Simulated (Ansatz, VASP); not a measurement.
**One calculation of SiO2, two programs**

```
CELL_PARAMETERS angstrom
-1.26205 2.58018 2.65114
1.26205 -2.58018 2.65114
1.26205 2.58018 -2.65114
ATOMIC_POSITIONS crystal
Si 0.50000 0.50000 0.00000
O 0.28440 0.78440 0.50000
O 0.71560 0.21560 0.50000
```

Alike in both runs: functional PBE; k mesh 10 × 10 × 10; occupations gaussian, width 0.02 eV; no spin polarisation.

Ansatz relaxed the structure, and its values are those at the end. VASP's run is a single point on that final structure, the one shown.

|  | VASP | Ansatz |
| --- | --- | --- |
| version | VASP 6.6.1 | Ansatz 0.2.0 |
| potentials or method | VASP PAW PBE potentials, release 64 (Si, O), cutoff 520 eV | scalar-relativistic, plane waves, PAW |
| valence electrons in the cell | 16 | 16 |

```csv
,VASP,Ansatz,Ansatz less VASP
gap on the k mesh at the Fermi level (eV),3.00,3.02,+0.017
least direct gap on the mesh (eV),3.60,3.64,+0.036
pressure (GPa),0.5,0.0,-0.49
rms of the force components (eV/Å),0.032,0.000,-0.0315
```

With one functional, cell and mesh, what is left measures potentials, basis and numerics.
